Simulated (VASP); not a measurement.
# Zn (P6_3/mmc) in VASP: single point with LDA

Aim: the single point of Zn with LDA.

All numbers are computed with VASP 6.6.1; they aren't measurements. Logs are shortened: lines on timing, memory, paths and dates and some standing lists are left out, and cuts for length are marked.

## Step 1: The cell of the first run

Symmetry: P6_3/mmc, No. 194, hexagonal system. Conventional cell: a = 2.551 Å, b = 2.551 Å, c = 4.851 Å, α = 90.00°, β = 90.00°, γ = 120.00°. Within 3.4 Å of Zn (site symmetry -6m2) lie 12 Zn at 2.55 to 2.84 Å.

## Step 2: Single point, LDA

File INCAR:

```
ALGO = Fast
EDIFF = 1E-6
ENCUT = 520
ISIF = 2
ISMEAR = 0
LASPH = T
LCHARG = T
LELF = T
LREAL = F
LVHAR = T
LWAVE = F
NBANDS = 19
NELM = 80
PREC = Accurate
SIGMA = 0.1
```

File KPOINTS:

```
k-points
0
Gamma
  15 15 7
```

File POSCAR:

```
Zn
1.0
    2.5514179379      0.0000000000      0.0000000000
   -1.2757089690      2.2095927499      0.0000000000
    0.0000000000      0.0000000000      4.8507390148
Zn
2
Direct
    0.3333333333      0.6666666667      0.2500000000
    0.6666666667      0.3333333333      0.7500000000
```

Potentials or basis: VASP PAW LDA potentials, release 64 (Zn).

Run with:

```bash
cat potpaw_LDA.64/Zn/POTCAR > POTCAR
mpirun -np 1 vasp_std > vasp.out
```

OUTCAR:

```text
EDIFF = 1E-6
   ENCUT = 520
   ISIF = 2
   ISMEAR = 0
   LASPH = T
   LREAL = F
   NELM = 80
   PREC = Accurate

 ion  position               nearest neighbor table
   1  0.333  0.667  0.250-   2 2.84   2 2.84   2 2.84   2 2.84   2 2.84   2 2.84
   2  0.667  0.333  0.750-   1 2.84   1 2.84   1 2.84   1 2.84   1 2.84   1 2.84

  LATTYP: Found a hexagonal cell.
 ALAT       =     2.5514179379
 C/A-ratio  =     1.9011934277

  Lattice vectors:

 A1 = (   2.5514179379,   0.0000000000,   0.0000000000)
 A2 = (  -1.2757089690,   2.2095927499,   0.0000000000)
 A3 = (   0.0000000000,   0.0000000000,   4.8507390148)

Analysis of symmetry for initial positions (statically):
=====================================================================
 Subroutine PRICEL returns:
 Original cell was already a primitive cell.

 Routine SETGRP: Setting up the symmetry group for a
 hexagonal supercell.

 Subroutine GETGRP returns: Found 24 space group operations
 (whereof 12 operations were pure point group operations)
 out of a pool of 24 trial point group operations.

The static configuration has the point symmetry D_3d.
 The point group associated with its full space group is D_6h.

Analysis of symmetry for dynamics (positions and initial velocities):
=====================================================================
 Subroutine PRICEL returns:
 Original cell was already a primitive cell.

 Routine SETGRP: Setting up the symmetry group for a
 hexagonal supercell.

 Subroutine GETGRP returns: Found 24 space group operations
 (whereof 12 operations were pure point group operations)
 out of a pool of 24 trial point group operations.

The dynamic configuration has the point symmetry D_3d.
 The point group associated with its full space group is D_6h.

 Subroutine INISYM returns: Found 24 space group operations
 (whereof 12 operations are pure point group operations),
 and found     1 'primitive' translations

----------------------------------------------------------------------------------------

                                     Primitive cell

  volume of cell :      27.3465

  direct lattice vectors                    reciprocal lattice vectors
     2.551417938  0.000000000  0.000000000     0.391938924  0.226286043  0.000000000
    -1.275708969  2.209592750  0.000000000     0.000000000  0.452572086  0.000000000
     0.000000000  0.000000000  4.850739015     0.000000000  0.000000000  0.206154154

  length of vectors
     2.551417938  2.551417938  4.850739015     0.452572086  0.452572086  0.206154154

  position of ions in fractional coordinates (direct lattice)
     0.333333333  0.666666667  0.250000000
     0.666666667  0.333333333  0.750000000

  ion indices of the primitive-cell ions
   primitive index   ion index
                 1           1
                 2           2

----------------------------------------------------------------------------------------

 KPOINTS: k-points

Automatic generation of k-mesh.
 Grid dimensions read from file:
 generate k-points for:   15   15    7

 Generating k-lattice:

  Cartesian coordinates                     Fractional coordinates (reciprocal lattice)
     0.026129262  0.015085736  0.000000000     0.066666667  0.000000000  0.000000000
     0.000000000  0.030171472  0.000000000     0.000000000  0.066666667  0.000000000
     0.000000000  0.000000000  0.029450593     0.000000000  0.000000000  0.142857143

  Length of vectors
     0.030171472  0.030171472  0.029450593

  Shift w.r.t. Gamma in fractional coordinates (k-lattice)
     0.000000000  0.000000000  0.000000000

 Subroutine IBZKPT returns following result:
 ===========================================

 Found    108 irreducible k-points:

 Following reciprocal coordinates:
            Coordinates               Weight
  0.000000  0.000000  0.000000      1.000000
  0.066667  0.000000  0.000000      6.000000
  0.133333  0.000000  0.000000      6.000000
  0.200000  0.000000  0.000000      6.000000
  0.266667  0.000000  0.000000      6.000000
  0.333333  0.000000  0.000000      6.000000
[... 16 lines left out ...]
  0.333333  0.200000  0.000000     12.000000
  0.400000  0.200000  0.000000      6.000000
 [... further k-points ...]
   k-points           NKPTS =    108   k-points in BZ     NKDIM =    108   number of bands    NBANDS=     19
   number of dos      NEDOS =    301   number of ions     NIONS =      2
   total plane-waves  NPLWV =  14400
   dimension x,y,z NGX =    20 NGY =   20 NGZ =   36
   dimension x,y,z NGXF=    40 NGYF=   40 NGZF=   72
   ions per type =               2
   NGX,Y,Z   is equivalent  to a cutoff of  13.03, 13.03, 12.34 a.u.
   NGXF,Y,Z  is equivalent  to a cutoff of  26.06, 26.06, 24.68 a.u.
 SYSTEM =  unknown system
   PREC   = accura    normal or accurate (medium, high low for compatibility)
   ISTART =      0    job   : 0-new  1-cont  2-samecut
   ICHARG =      2    charge: 1-file 2-atom 10-const
   ISPIN  =      1    spin polarized calculation?
   LNONCOLLINEAR =      F non collinear calculations
   LSORBIT =      F    spin-orbit coupling
   LASPH  =      T    aspherical Exc in radial PAW
   ENCUT  =  520.0 eV  38.22 Ry    6.18 a.u.   4.74  4.74  9.02*2*pi/ulx,y,z
   NELM   =     80;   NELMIN=  2; NELMDL= -5     # of ELM steps
   EDIFF  = 0.1E-05   stopping-criterion for ELM
   LREAL  =      F    real-space projection
   EDIFFG = 0.1E-04   stopping-criterion for IOM
   NSW    =      0    number of steps for IOM
   IBRION =     -1    ionic relax: 0-MD 1-quasi-New 2-CG
   NFREE  =      0    steps in history (QN), initial steepest desc. (CG)
   ISIF   =      2    stress and relaxation
   ISYM   =      2    0-nonsym 1-usesym 2-fastsym
   POTIM  = 0.5000    time-step for ionic-motion
   TEBEG  =    0.0;   TEEND  =   0.0 temperature during run
   PSTRESS=    0.0 pullay stress
   NELECT =      24.0000    total number of electrons
   NUPDOWN=      -1.0000    fix difference up-down
   EMIN   =  10.00;   EMAX   =-10.00  energy-range for DOS
   EFERMI =   0.00;   METHOD = LEGACY
   ISMEAR =     0;   SIGMA  =   0.10  broadening in eV -4-tet -1-fermi 0-gaus
   EFERMI_NEDOS =   21; number of points for ismear=-14 and -15
   IALGO  =     68    algorithm
   IMIX   =      4    mixing-type and parameters
     AMIX     =   0.40;   BMIX     =  1.00
     AMIX_MAG =   1.60;   BMIX_MAG =  1.00
  volume/ion in A,a.u.               =      13.67        92.27
  Fermi-wavevector in a.u.,A,eV,Ry     =   1.567393  2.961944 33.425730  2.456722
  Thomas-Fermi vector in A             =   2.669580
   LORBIT       =      0    0 simple, 1 ext, 2 COOP (PROOUT), +10 PAW based schemes
   GGA     = CA    functional components
   LHFCALC =     F    Hartree Fock is set to
   AEXX    =    0.0000 exact exchange contribution
   IVDW    =     0    specifies the selected vdW correction
   LEPSILON=     F    determine dielectric tensor
   LRPA    =     F    only Hartree local field effects (RPA)
 non-spin polarized calculation
 RMM-DIIS sequential band-by-band and
 Gauss-broadening in eV      SIGMA  =   0.10
  energy-cutoff  :      520.00
  volume of cell :       27.35
 maximum number of plane-waves:       750
 NGX is ok and might be reduce to    20
   NGX =  9   NGY =  9   NGZ = 19

 number of electron      23.9999998 magnetization

 Free energy of the ion-electron system (eV)
  ---------------------------------------------------
  ext. energy  EPLUGINS =         0.00000000
  ---------------------------------------------------
  free energy    TOTEN  =        -3.76282762 eV

  energy without entropy =       -3.76101325  energy(sigma->0) =       -3.76192044

 E-fermi :   3.7408     XC(G=0): -12.4568

 val. band max:        3.6366157075   @ k =   0.1333   0.1333   0.1429
 cond. band min:       3.7426789168   @ k =   0.3333   0.2667   0.4286
 fundamental gap:      0.1060632093
 Fermi energy:         3.7408311191

 k-point     1 :       0.0000    0.0000    0.0000
  band No.  band energies     occupation
      1      -7.6048      2.00000
      2      -5.5773      2.00000
      3      -4.7028      2.00000
      4      -4.3904      2.00000
      5      -4.3904      2.00000
      6      -4.3354      2.00000
[... 11 lines left out ...]
     18      24.2748      0.00000
     19      24.6243      0.00000

 k-point     2 :       0.0667    0.0000    0.0000
  band No.  band energies     occupation
      1      -7.4601      2.00000
      2      -5.5051      2.00000
      3      -4.6837      2.00000
      4      -4.4089      2.00000
      5      -4.3543      2.00000
      6      -4.3517      2.00000
[... 11 lines left out ...]
     18      23.1918      0.00000
     19      25.8575      0.00000

 k-point     3 :       0.1333    0.0000    0.0000
  band No.  band energies     occupation
      1      -7.0347      2.00000
      2      -5.3157      2.00000
      3      -4.6430      2.00000
      4      -4.4506      2.00000
      5      -4.3824      2.00000
      6      -4.2408      2.00000
[... 11 lines left out ...]
     18      22.0045      0.00000
     19      23.6634      0.00000

 k-point     4 :       0.2000    0.0000    0.0000
  band No.  band energies     occupation
      1      -6.3702      2.00000
      2      -5.1127      2.00000
      3      -4.6047      2.00000
      4      -4.4966      2.00000
      5      -4.3664      2.00000
      6      -4.3018      2.00000
[... 11 lines left out ...]
     18      20.7434      0.00000
     19      21.0011      0.00000

 k-point     5 :       0.2667    0.0000    0.0000
  band No.  band energies     occupation
      1      -5.6414      2.00000
      2      -5.0634      2.00000
      3      -4.6145      2.00000
      4      -4.5218      2.00000
      5      -4.4020      2.00000
      6      -4.1765      2.00000
[... 11 lines left out ...]
     18      20.4087      0.00000
     19      20.4265      0.00000
[... 334 lines left out ...]
      2      -4.7568      2.00000
      3      -4.7522      2.00000
      4      -4.6925      2.00000
      5      -4.4407      2.00000
      6      -4.3579      2.00000
[... 11 lines left out ...]
     18      16.0792      0.00000
     19      17.3559      0.00000

 k-point    22 :       0.2667    0.2000    0.0000
  band No.  band energies     occupation
      1      -4.8715      2.00000
      2      -4.8297      2.00000
      3      -4.7831      2.00000
      4      -4.4063      2.00000
      5      -4.3907      2.00000
      6      -4.3094      2.00000
[... 11 lines left out ...]
     18      15.0231      0.00000
     19      16.3379      0.00000

 k-point    23 :       0.3333    0.2000    0.0000
  band No.  band energies     occupation
      1      -4.9368      2.00000
      2      -4.8690      2.00000
      3      -4.8173      2.00000
      4      -4.4134      2.00000
      5      -4.2725      2.00000
      6      -4.2415      2.00000
[... 11 lines left out ...]
     18      14.5780      0.00000
     19      15.9013      0.00000

 k-point    24 :       0.4000    0.2000    0.0000
  band No.  band energies     occupation
      1      -4.9611      2.00000
      2      -4.8811      2.00000
      3      -4.8322      2.00000
      4      -4.3985      2.00000
      5      -4.3224      2.00000
      6      -4.1887      2.00000
[... 11 lines left out ...]
     18      14.4278      0.00000
     19      15.7646      0.00000

 [... further k-points ...]
[... 5 lines left out ...]
  --------------------------------------------------------------------------------------
  -------------------------------------------------------------------------------------
  Total        0.1176604      0.1176604      0.2911568     -0.0000000     -0.0000000     -0.0000000
  in kB        6.8934875      6.8934875     17.0583031     -0.0000000     -0.0000000     -0.0000000
  external PRESSURE =      10.2817593 kB  Pullay stress =       0.0000000 kB

 VOLUME and BASIS-vectors are now :
 -----------------------------------------------------------------------------
  energy-cutoff  :      520.00
  volume of cell :       27.35
      direct lattice vectors                 reciprocal lattice vectors
     2.551417938  0.000000000  0.000000000     0.391938924  0.226286043  0.000000000
    -1.275708969  2.209592750  0.000000000     0.000000000  0.452572086  0.000000000
     0.000000000  0.000000000  4.850739015     0.000000000  0.000000000  0.206154154

 POSITION                                       TOTAL-FORCE (eV/Angst)
 -----------------------------------------------------------------------------------
     -0.00000      1.47306      1.21268        -0.000000     -0.000000      0.000000
      1.27571      0.73653      3.63805         0.000000      0.000000      0.000000
 -----------------------------------------------------------------------------------
    total drift:                                0.000000     -0.000000      0.000000

  FREE ENERGIE OF THE ION-ELECTRON SYSTEM (eV)
  ---------------------------------------------------
  free  energy   TOTEN  =        -3.7628276206 eV

  energy  without entropy=       -3.7610132540  energy(sigma->0) =       -3.76192044
```

Run time: 46 s. Hardware: 1 thread of Intel Xeon Platinum 8259CL at 2.50GHz (Skylake/Cascade Lake), shared host; peak memory 0.16 GiB.

What came out:

* Free energy: -3.7628 eV
* Pressure: 1.0 GPa
* Band gap on the k mesh: zero (band 12 reaches 5.42 eV, above the bottom of band 13 at 0.40 eV)

Stress tensor (GPa, compression positive):
```
0.69 0.00 0.00
0.00 0.69 0.00
0.00 0.00 1.71
```

Levels at points of the mesh, in eV from the Fermi level:
```tsv
k point	band 8	band 9	band 10	band 11	band 12	band 13	band 14	band 15	band 16	band 17
(0.00, 0.00, 0.00)	-7.63	-7.63	-7.40	-7.40	-4.33	-3.34	13.62	17.71	19.22	19.22
```
